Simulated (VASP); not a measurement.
Input of a VASP 6.6.1 run:

POSCAR

```
Mg2SO
1.0
    3.4354109746      0.0000000000      0.0000000000
    0.0000000000      3.4354109746      0.0000000000
    0.0000000000      0.0000000000      4.8002775230
O Mg S
1 2 1
Direct
    0.0000000000      0.0000000000      0.0000000000
    0.0000000000      0.0000000000      0.5000000000
    0.5000000000      0.5000000000      0.0000000000
    0.5000000000      0.5000000000      0.5000000000
```

File INCAR.step1:

```
SYSTEM = Mg2SO
  PREC = Accurate
  ENCUT = 600
  ISMEAR = -1
  SIGMA = 0.02
  LREAL = .False.
  LASPH = .True.
  NELM = 80
  GGA = PE
  ALGO = Normal
  EDIFF = 1E-4
  LWAVE = .True.
  LCHARG = .False.
```

File INCAR.step2:

```
SYSTEM = Mg2SO
  PREC = Accurate
  ENCUT = 600
  EDIFF = 1E-6
  ISMEAR = -1
  SIGMA = 0.02
  LREAL = .False.
  LASPH = .True.
  NELM = 80
  ALGO = Normal
  ISIF = 3
  LWAVE = .False.
  LCHARG = .False.
  METAGGA = R2SCAN
  LMIXTAU = .True.
  IBRION = 2
  NSW = 80
  EDIFFG = -0.005
  ISTART = 1
```

Contents of KPOINTS:

```
regular mesh
0
Gamma
  6 6 6
  0 0 0
```

Potentials or basis: VASP PAW PBE potentials, release 64 (O, Mg, S).

The run is started by

```bash
$ cat potpaw_PBE.64/O/POTCAR potpaw_PBE.64/Mg/POTCAR potpaw_PBE.64/S/POTCAR > POTCAR
$ cp INCAR.step1 INCAR
$ mpirun -np 1 vasp_std > vasp.out
$ cp INCAR.step2 INCAR
$ mpirun -np 1 vasp_std > vasp.out
```

Problem. Estimate the space group after relaxing (to 0.05 Å).

Solution. P4/mmm (No. 123).

Problem. What does it give for the band gap on the k mesh?

Solution. 3.99 eV, direct.

Step by step:
| step | energy change (eV) | largest force (eV/Å) | pressure (GPa) | volume (Å³) |
| --- | --- | --- | --- | --- |
| 1 | 0.0000 | 0.0000 | -2.89 | 56.65 |
| 2 | -0.0147 | 0.0000 | 0.78 | 54.59 |
| 3 | -0.0157 | 0.0000 | 0.02 | 54.98 |

Caveat: the PAW data sets were made with another functional, which shifts forces and pressure a little. A k mesh can miss the band edges.
